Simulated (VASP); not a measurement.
Input of a VASP 6.6.1 run:

File INCAR:

```
SYSTEM = SmHf2H
PREC     = Accurate       ! precision mode
ENCUT    = 500            ! plane-wave cutoff, eV
EDIFF    = 1E-6           ! SCF threshold, eV
ISMEAR   = 0              ! smearing method
SIGMA    = 0.2            ! smearing width, eV
LREAL    = .False.        ! projectors in reciprocal space
LASPH    = .True.         ! aspherical terms in the spheres
NELM     = 200            ! most SCF steps
ALGO     = Normal         ! electronic algorithm
ISIF     = 2              ! what is computed and relaxed
LWAVE    = .False.        ! write WAVECAR
LCHARG   = .False.        ! write CHGCAR
GGA      = PE             ! functional
NBANDS   = 24             ! bands
GGA_COMPAT= .False.      
LMAXMIX  = 6              ! l up to which the mixer works
```

Contents of KPOINTS:

```
Automatic mesh
0
Gamma
  6 6 4
  0 0 0
```

File POSCAR:

```
SmHf2H
1.0
    4.9517394868      0.0000000035      0.0000000000
   -2.4758697464      4.2883321867      0.0000000000
    0.0000000000      0.0000000000      4.0141210184
Sm Hf H
1 2 1
Direct
    0.0000000000      0.0000000000      0.5000000000
    0.3333333333      0.6666666667      0.0000000000
    0.6666666667      0.3333333333      0.0000000000
    0.0000000000      0.0000000000      0.0000000000
```

Potentials or basis: VASP PAW PBE potentials, release 64 (Sm_3, Hf_pv, H), 4f in core.

Command:

```sh
$ cat potpaw_PBE.64/Sm_3/POTCAR potpaw_PBE.64/Hf_pv/POTCAR potpaw_PBE.64/H/POTCAR > POTCAR
$ mpirun -np 1 vasp_std > vasp.out
```

Problem. Estimate the pressure.

Solution. 0.2 GPa.

Problem. What does it give for the band gap on the k mesh?

Solution. Zero (bands 16 and 17 overlap by 0.69 eV).

Stress tensor (GPa, compression positive):
```
0.14 0.00 0.00
0.00 0.14 0.00
0.00 0.00 0.34
```

Caveat: the k points lie up to 0.39 Å⁻¹ apart, too coarse for converged energies and pressures of a metal; spin-orbit coupling is left out, which moves the levels of the heavy elements; the 4f electrons are frozen in the core, so they carry no moment and show no levels. Spin polarisation is off, so any magnetic state and its effect on volume and gap are missing.
